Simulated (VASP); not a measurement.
Write the native input for VASP 6.6.1 that does the following.

| Item | Value |
| --- | --- |
| Task | single point |
| Functional | PBEsol |
| Potentials or basis | VASP PAW PBE potentials, release 64 (Ni) |
| Cutoff | 520 eV |
| k mesh | 19 × 19 × 5 |
| Occupations | fermi-dirac, width 0.05 eV |
| Spin | collinear spin, ferromagnetic start |
| Starting moments | [-0.632, -0.632, -0.647, -0.647] μB |
| Dipole correction | no |
| Further INCAR settings | ALGO = Normal; EDIFF = 1e-07; NBANDS = 32 |

The structure of Ni lies in POSCAR:

```
Ni
1.0
    2.4467905850      0.0000000000      0.0000000000
   -1.2233952925      2.1189828043      0.0000000000
    0.0000000000      0.0000000000      8.0176413333
Ni
4
Direct
    0.0000000000      0.0000000000      0.0000000000
    0.0000000000      0.0000000000      0.5000000000
    0.3333333333      0.6666666667      0.2500000000
    0.6666666667      0.3333333333      0.7500000000
```

This isn't the form of Ni at room conditions, which is fcc.

These files were run (other wordings do the same):

INCAR

```
SYSTEM = Ni
PREC = Accurate ; ENCUT = 520
EDIFF = 1E-7 ; ISMEAR = -1
SIGMA = 0.05 ; LREAL = .FALSE.
LASPH = .TRUE. ; NELM = 150
ALGO = Normal ; ISIF = 2
LWAVE = .FALSE. ; LCHARG = .FALSE.
ISPIN = 2 ; MAGMOM = -0.632 -0.632 -0.647 -0.647
LORBIT = 11 ; LMAXMIX = 4
GGA = PS ; NBANDS = 32
```

KPOINTS

```
regular mesh
0
G
  19 19 5
  0 0 0
```

Potentials or basis: VASP PAW PBE potentials, release 64 (Ni).

Run with:

```sh
$ cat potpaw_PBE.64/Ni/POTCAR > POTCAR
$ mpirun -np 1 vasp_std > vasp.out
```

Results of the run:

```yaml
Pressure: 0.1 GPa
Net_moment: -2.46 μB per cell
Site_moments: Ni -0.61, -0.63 (each value once) μB
Valence_electrons_inside_the_program's_atomic_spheres: Ni 9.40
```

Caveat: the PAW data sets were made with another functional, which shifts forces and pressure a little.

It took 6.2 min on 1 thread of Oxide Virtual Turin-like Processor, on a shared host, peak memory 0.28 GiB.
